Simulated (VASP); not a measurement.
A run of VASP 6.6.1:

Contents of INCAR:

```
  ALGO = Normal
  EDIFF = 1E-6
  ENCUT = 600
  GGA = PE
  GGA_COMPAT = False
  ISIF = 2
  ISMEAR = 0
  LASPH = True
  LCHARG = False
  LREAL = False
  LWAVE = False
  NBANDS = 26
  NELM = 120
  PREC = Accurate
  SIGMA = 0.2
```

KPOINTS

```
k-points
0
Gamma
  4 4 4
```

Contents of POSCAR:

```
Mg2Si3N3
1.0
    2.4223623906      1.3985515769      5.3364462566
   -2.4223623906      1.3985515769      5.3364462566
    0.0000000000     -2.7971031579      5.3364462555
Mg Si N
2 3 3
Direct
    0.7754396982      0.7754396982      0.7754396982
    0.2245603018      0.2245603018      0.2245603018
    0.3937168147      0.3937168147      0.3937168147
    0.6062831853      0.6062831853      0.6062831853
    0.0000000000      0.0000000000      0.0000000000
    0.8989876279      0.8989876279      0.8989876279
    0.1010123721      0.1010123721      0.1010123721
    0.5000000000      0.5000000000      0.5000000000
```

Potentials or basis: VASP PAW PBE potentials, release 64 (Mg, Si, N).

Launch:

```sh
$ cat potpaw_PBE.64/Mg/POTCAR potpaw_PBE.64/Si/POTCAR potpaw_PBE.64/N/POTCAR > POTCAR
$ mpirun -np 1 vasp_std > vasp.out
```

Hardware: 1 thread of Intel(R) Xeon(R) Platinum 8559C (Emerald Rapids), on a shared host.

Task: How long does it take, and how much memory?

Result: Run time: 51 s on 1 thread of Intel(R) Xeon(R) Platinum 8559C (Emerald Rapids), with other jobs on the host, peak memory 0.33 GiB. Counts: scf iterations 15, k points 13.
